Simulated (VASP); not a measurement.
Wanted: the native input for a VASP 6.6.1 run.

| Property | Result |
| --- | --- |
| Task | single point |
| Functional | PBE |
| Potentials or basis | VASP PAW PBE potentials, release 64 (Cs_sv, Sm_3, F), 4f in core |
| Cutoff | 600 eV |
| k mesh | 4 × 4 × 4 |
| Occupations | gaussian, width 0.1 eV |
| Spin | no spin polarisation |
| Dipole correction | no |
| Mended | yes |
| Further INCAR settings | ALGO = Normal; EDIFF = 1e-06; NBANDS = 33 |

The structure of CsSmF4 lies in POSCAR:

```
CsSmF4
1.0
    3.9975334599      0.0000000000      0.0000000000
    0.0000000000      3.9975334599      0.0000000000
    0.0000000000      0.0000000000      7.0355351913
Cs Sm F
1 1 4
Direct
    0.5000000000      0.5000000000      0.5000000000
    0.0000000000      0.0000000000      0.0000000000
    0.5000000000      0.0000000000      0.8167484654
    0.0000000000      0.5000000000      0.1832515346
    0.5000000000      0.0000000000      0.1832515346
    0.0000000000      0.5000000000      0.8167484654
```

The cell was built from a structure type or drawn by symmetry, and may not be a known phase.

One way to write it, as run:

INCAR

```
  ALGO = Normal
  EDIFF = 1E-6
  ENCUT = 600
  GGA = PE
  GGA_COMPAT = False
  ISIF = 2
  ISMEAR = 0
  LASPH = True
  LCHARG = True
  LELF = True
  LMAXMIX = 6
  LREAL = False
  LVHAR = True
  LWAVE = False
  NBANDS = 33
  NELM = 200
  PREC = Accurate
  SIGMA = 0.1
```

KPOINTS

```
k-points
0
Gamma
  4 4 4
```

Potentials or basis: VASP PAW PBE potentials, release 64 (Cs_sv, Sm_3, F), 4f in core.

Run with:

```bash
$ cat potpaw_PBE.64/Cs_sv/POTCAR potpaw_PBE.64/Sm_3/POTCAR potpaw_PBE.64/F/POTCAR > POTCAR
$ mpirun -np 1 vasp_std > vasp.out
```

It gave:

```json
{"Pressure": "0.4 GPa", "Largest force": "0.046 eV/Å", "Band gap on the k mesh": "5.74 eV (least direct gap 5.85 eV)"}
```

Caveat: spin-orbit coupling is left out, which moves the levels of the heavy elements; the 4f electrons are frozen in the core, so they carry no moment and show no levels.

Run time: 30 s on 1 thread of Intel(R) Xeon(R) 6975P-C (Granite Rapids) (shared host), peak memory 0.27 GiB.
